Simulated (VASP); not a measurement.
# CuO (P-1) in VASP: single point with PBE

Aim: the single point of CuO with PBE.

All numbers are computed with VASP 6.6.1; they aren't measurements. Logs are shortened: lines on timing, memory, paths and dates and some standing lists are left out, and cuts for length are marked.

## Step 1: The cell of the first run

The typed cell holds 4 atoms: a = 2.880 Å, b = 2.880 Å, c = 5.176 Å, α = 89.81°, β = 89.81°, γ = 89.22°.

## Step 2: Single point, PBE

Input file INCAR:

```
SYSTEM = CuO
  ALGO = Normal
  EDIFF = 1E-7
  ENCUT = 520
  GGA = PE
  ISIF = 2
  ISMEAR = 0
  LASPH = .TRUE.
  LCHARG = .FALSE.
  LREAL = .FALSE.
  LWAVE = .FALSE.
  NBANDS = 25
  NELM = 100
  PREC = Accurate
  SIGMA = 0.1
```

Input file KPOINTS:

```
k-points
0
G
  14 14 8
  0 0 0
```

Input file POSCAR:

```
CuO
1.0
    2.8795009639      0.0000000000      0.0000000000
    0.0390727580      2.8792794796      0.0000000000
    0.0174953863      0.0172449008      5.1763391994
Cu O
2 2
Direct
    0.5000000000      0.0000000000      0.5000000000
    0.0000000000      0.5000000000      0.0000000000
    0.0015760300      0.9983282200      0.2501129000
    0.9984239700      0.0016717800      0.7498871000
```

Potentials or basis: VASP PAW PBE potentials, release 64 (Cu, O).

Launch:

```
> cat potpaw_PBE.64/Cu/POTCAR potpaw_PBE.64/O/POTCAR > POTCAR
> mpirun -np 1 vasp_std > vasp.out
```

OUTCAR:

```text
SYSTEM = CuO
   EDIFF = 1E-7
   ENCUT = 520
   GGA = PE
   ISIF = 2
   ISMEAR = 0
   LASPH = .TRUE.
   LREAL = .FALSE.
   NELM = 100
   PREC = Accurate

 ion  position               nearest neighbor table
   1  0.500  0.000  0.500-   3 1.94   4 1.94   3 1.94   4 1.94
   2  0.000  0.500  0.000-   3 1.94   4 1.94   4 1.94   3 1.94
   3  0.002  0.998  0.250-   1 1.94   1 1.94   2 1.94   2 1.94
   4  0.998  0.002  0.750-   1 1.94   1 1.94   2 1.94   2 1.94

  LATTYP: Found a base centered monoclinic cell.
 ALAT       =    11.1169163425
 B/A-ratio  =     0.3638182808
 C/A-ratio  =     0.4656324948
 COS(beta)  =    -0.9295148209

  Lattice vectors:

 A1 = (   2.8620055776,  -0.0172449008,  -5.1763391994)
 A2 = (   0.0215773717,   2.8620345788,  -5.1763391994)
 A3 = (   0.0174953863,   0.0172449008,   5.1763391994)

Analysis of symmetry for initial positions (statically):
=====================================================================
 Subroutine PRICEL returns:
 Original cell was already a primitive cell.

 Routine SETGRP: Setting up the symmetry group for a
 base centered monoclinic supercell.

 Subroutine GETGRP returns: Found  2 space group operations
 (whereof  2 operations were pure point group operations)
 out of a pool of  4 trial point group operations.

The static configuration has the point symmetry S_2 .

Analysis of symmetry for dynamics (positions and initial velocities):
=====================================================================
 Subroutine PRICEL returns:
 Original cell was already a primitive cell.

 Routine SETGRP: Setting up the symmetry group for a
 base centered monoclinic supercell.

 Subroutine GETGRP returns: Found  2 space group operations
 (whereof  2 operations were pure point group operations)
 out of a pool of  4 trial point group operations.

The dynamic configuration has the point symmetry S_2 .

 Subroutine INISYM returns: Found  2 space group operations
 (whereof  2 operations are pure point group operations),
 and found     1 'primitive' translations

----------------------------------------------------------------------------------------

                                     Primitive cell

  volume of cell :      42.9164

  direct lattice vectors                    reciprocal lattice vectors
     2.879500964  0.000000000  0.000000000     0.347282398 -0.004712735 -0.001158071
     0.039072758  2.879279480  0.000000000     0.000000000  0.347309112 -0.001157055
     0.017495386  0.017244901  5.176339199     0.000000000  0.000000000  0.193186722

  length of vectors
     2.879500964  2.879544582  5.176397491     0.347316304  0.347311040  0.193186722

  position of ions in fractional coordinates (direct lattice)
     0.500000000  0.000000000  0.500000000
     1.000000000  0.500000000  0.000000000
     0.001576030  0.998328220  0.250112900
     0.998423970  0.001671780  0.749887100

  ion indices of the primitive-cell ions
   primitive index   ion index
                 1           1
                 2           2
                 3           3
                 4           4

----------------------------------------------------------------------------------------

 KPOINTS: k-points

Automatic generation of k-mesh.
 Grid dimensions read from file:
 generate k-points for:   14   14    8

 Generating k-lattice:

  Cartesian coordinates                     Fractional coordinates (reciprocal lattice)
     0.024805886 -0.000336624 -0.000082719     0.071428571 -0.000000000 -0.000000000
     0.000000000  0.024807794 -0.000082647     0.000000000  0.071428571  0.000000000
     0.000000000  0.000000000  0.024148340     0.000000000  0.000000000  0.125000000

  Length of vectors
     0.024808307  0.024807931  0.024148340

  Shift w.r.t. Gamma in fractional coordinates (k-lattice)
     0.000000000  0.000000000  0.000000000

 Subroutine IBZKPT returns following result:
 ===========================================

 Found    788 irreducible k-points:

 Following reciprocal coordinates:
            Coordinates               Weight
  0.000000  0.000000  0.000000      1.000000
  0.071429  0.000000  0.000000      2.000000
  0.000000 -0.071429  0.000000      2.000000
  0.142857 -0.000000  0.000000      2.000000
  0.000000 -0.142857  0.000000      2.000000
  0.214286  0.000000  0.000000      2.000000
[... 16 lines left out ...]
  0.357143  0.071429  0.000000      2.000000
 -0.071429 -0.357143  0.000000      2.000000
 [... further k-points ...]
   k-points           NKPTS =    788   k-points in BZ     NKDIM =    788   number of bands    NBANDS=     25
   number of dos      NEDOS =    301   number of ions     NIONS =      4
   total plane-waves  NPLWV =  23040
   dimension x,y,z NGX =    24 NGY =   24 NGZ =   40
   dimension x,y,z NGXF=    48 NGYF=   48 NGZF=   80
   ions per type =               2   2
   NGX,Y,Z   is equivalent  to a cutoff of  13.86, 13.86, 12.85 a.u.
   NGXF,Y,Z  is equivalent  to a cutoff of  27.71, 27.71, 25.69 a.u.
 SYSTEM =  CuO
   PREC   = accura    normal or accurate (medium, high low for compatibility)
   ISTART =      0    job   : 0-new  1-cont  2-samecut
   ICHARG =      2    charge: 1-file 2-atom 10-const
   ISPIN  =      1    spin polarized calculation?
   LNONCOLLINEAR =      F non collinear calculations
   LSORBIT =      F    spin-orbit coupling
   LASPH  =      T    aspherical Exc in radial PAW
   ENCUT  =  520.0 eV  38.22 Ry    6.18 a.u.   5.35  5.35  9.62*2*pi/ulx,y,z
   NELM   =    100;   NELMIN=  2; NELMDL= -5     # of ELM steps
   EDIFF  = 0.1E-06   stopping-criterion for ELM
   LREAL  =      F    real-space projection
   EDIFFG = 0.1E-05   stopping-criterion for IOM
   NSW    =      0    number of steps for IOM
   IBRION =     -1    ionic relax: 0-MD 1-quasi-New 2-CG
   NFREE  =      0    steps in history (QN), initial steepest desc. (CG)
   ISIF   =      2    stress and relaxation
   ISYM   =      2    0-nonsym 1-usesym 2-fastsym
   POTIM  = 0.5000    time-step for ionic-motion
   TEBEG  =    0.0;   TEEND  =   0.0 temperature during run
   PSTRESS=    0.0 pullay stress
   NELECT =      34.0000    total number of electrons
   NUPDOWN=      -1.0000    fix difference up-down
   EMIN   =  10.00;   EMAX   =-10.00  energy-range for DOS
   EFERMI =   0.00;   METHOD = LEGACY
   ISMEAR =     0;   SIGMA  =   0.10  broadening in eV -4-tet -1-fermi 0-gaus
   EFERMI_NEDOS =   21; number of points for ismear=-14 and -15
   IALGO  =     38    algorithm
   IMIX   =      4    mixing-type and parameters
     AMIX     =   0.40;   BMIX     =  1.00
     AMIX_MAG =   1.60;   BMIX_MAG =  1.00
  volume/ion in A,a.u.               =      10.73        72.40
  Fermi-wavevector in a.u.,A,eV,Ry     =   1.514816  2.862587 31.220846  2.294667
  Thomas-Fermi vector in A             =   2.624423
   LORBIT       =      0    0 simple, 1 ext, 2 COOP (PROOUT), +10 PAW based schemes
   GGA     = PE    functional components
   LHFCALC =     F    Hartree Fock is set to
   AEXX    =    0.0000 exact exchange contribution
   IVDW    =     0    specifies the selected vdW correction
   LEPSILON=     F    determine dielectric tensor
   LRPA    =     F    only Hartree local field effects (RPA)
 non-spin polarized calculation
 Gauss-broadening in eV      SIGMA  =   0.10
  energy-cutoff  :      520.00
  volume of cell :       42.92
 maximum number of plane-waves:      1177
 NGX is ok and might be reduce to    24
   NGX = 11   NGY = 11   NGZ = 19

 number of electron      33.9999982 magnetization

 Free energy of the ion-electron system (eV)
  ---------------------------------------------------
  ext. energy  EPLUGINS =         0.00000000
  ---------------------------------------------------
  free energy    TOTEN  =       -19.68974106 eV

  energy without entropy =      -19.67690463  energy(sigma->0) =      -19.68332284

 E-fermi :   5.2879     XC(G=0): -11.5050

 val. band max:        5.2875848088   @ k =  -0.0714  -0.4286  -0.1250
 cond. band min:       5.2889394601   @ k =  -0.4286   0.0714  -0.1250
 fundamental gap:      0.0013546513
 Fermi energy:         5.2879375610

 k-point     1 :       0.0000    0.0000    0.0000
  band No.  band energies     occupation
      1     -14.7407      2.00000
      2     -13.4369      2.00000
      3      -3.0988      2.00000
      4      -0.2801      2.00000
      5      -0.2523      2.00000
      6       1.3948      2.00000
[... 17 lines left out ...]
     24      20.1146      0.00000
     25      20.3760      0.00000

 k-point     2 :       0.0714    0.0000    0.0000
  band No.  band energies     occupation
      1     -14.7111      2.00000
      2     -13.4271      2.00000
      3      -3.0484      2.00000
      4      -0.3085      2.00000
      5      -0.2455      2.00000
      6       1.1254      2.00000
[... 17 lines left out ...]
     24      20.1989      0.00000
     25      20.4185      0.00000

 k-point     3 :       0.0000   -0.0714    0.0000
  band No.  band energies     occupation
      1     -14.7111      2.00000
      2     -13.4270      2.00000
      3      -3.0485      2.00000
      4      -0.3027      2.00000
      5      -0.2515      2.00000
      6       1.1256      2.00000
[... 17 lines left out ...]
     24      20.1976      0.00000
     25      20.4156      0.00000

 k-point     4 :       0.1429   -0.0000    0.0000
  band No.  band energies     occupation
      1     -14.6266      2.00000
      2     -13.3994      2.00000
      3      -2.9041      2.00000
      4      -0.3949      2.00000
      5      -0.2064      2.00000
      6       0.4799      2.00000
[... 17 lines left out ...]
     24      20.4277      0.00000
     25      20.5496      0.00000
[... 477 lines left out ...]
 k-point    22 :      -0.0714   -0.2857    0.0000
  band No.  band energies     occupation
      1     -14.3281      2.00000
      2     -13.3055      2.00000
      3      -2.3835      2.00000
      4      -0.9342      2.00000
      5      -0.5356      2.00000
      6      -0.1185      2.00000
[... 17 lines left out ...]
     24      19.8676      0.00000
     25      20.0948      0.00000

 k-point    23 :       0.3571    0.0714    0.0000
  band No.  band energies     occupation
      1     -14.1906      2.00000
      2     -13.2650      2.00000
      3      -2.1392      2.00000
      4      -1.4985      2.00000
      5      -0.5533      2.00000
      6      -0.0563      2.00000
[... 17 lines left out ...]
     24      19.3690      0.00000
     25      20.0292      0.00000

 k-point    24 :      -0.0714   -0.3571    0.0000
  band No.  band energies     occupation
      1     -14.1912      2.00000
      2     -13.2644      2.00000
      3      -2.1409      2.00000
      4      -1.4965      2.00000
      5      -0.5512      2.00000
      6      -0.0638      2.00000
[... 17 lines left out ...]
     24      19.3677      0.00000
     25      20.0288      0.00000

 [... further k-points ...]
[... 5 lines left out ...]
  --------------------------------------------------------------------------------------
  -------------------------------------------------------------------------------------
  Total        1.8773395      1.8644721      1.5445889     -0.0076926      0.0054523      0.0015163
  in kB       70.0857333     69.6053617     57.6633292     -0.2871837      0.2035484      0.0566061
  external PRESSURE =      65.7848081 kB  Pullay stress =       0.0000000 kB

 VOLUME and BASIS-vectors are now :
 -----------------------------------------------------------------------------
  energy-cutoff  :      520.00
  volume of cell :       42.92
      direct lattice vectors                 reciprocal lattice vectors
     2.879500964  0.000000000  0.000000000     0.347282398 -0.004712735 -0.001158071
     0.039072758  2.879279480  0.000000000     0.000000000  0.347309112 -0.001157055
     0.017495386  0.017244901  5.176339199     0.000000000  0.000000000  0.193186722

 POSITION                                       TOTAL-FORCE (eV/Angst)
 -----------------------------------------------------------------------------------
      1.44850      0.00862      2.58817        -0.000000      0.000000      0.000000
      0.01954      1.43964      0.00000        -0.000000      0.000000      0.000000
      0.04792      2.87878      1.29467        -0.002959      0.004545     -0.009555
      2.88815      0.01775      3.88167         0.002959     -0.004545      0.009555
 -----------------------------------------------------------------------------------
    total drift:                                0.000000     -0.000000     -0.000000

  FREE ENERGIE OF THE ION-ELECTRON SYSTEM (eV)
  ---------------------------------------------------
  free  energy   TOTEN  =       -19.6897410556 eV

  energy  without entropy=      -19.6769046296  energy(sigma->0) =      -19.68332284
```

Wall time 6.9 min (1 thread of Intel Xeon Platinum 8488C (Sapphire Rapids), shared host); peak memory 0.73 GiB.

Results:

- Free energy: -19.6897 eV
- Pressure: 6.6 GPa
- Largest force: 0.011 eV/Å
- Band gap on the k mesh: zero (bands 17 and 18 overlap by 1.12 eV)

Forces on the atoms (eV/Å):
```
Cu   0.000  0.000  0.000
Cu   0.000  0.000  0.000
O   -0.003  0.005 -0.010
O    0.003 -0.005  0.010
```

Caveat: the cell stands under pressure; semilocal functionals often make such compounds metallic where correlation or magnetic order opens a gap, which also shifts bond lengths. With open d or f shells a metallic result of PBE can be an artefact of self-interaction; +U or a hybrid may open a gap.
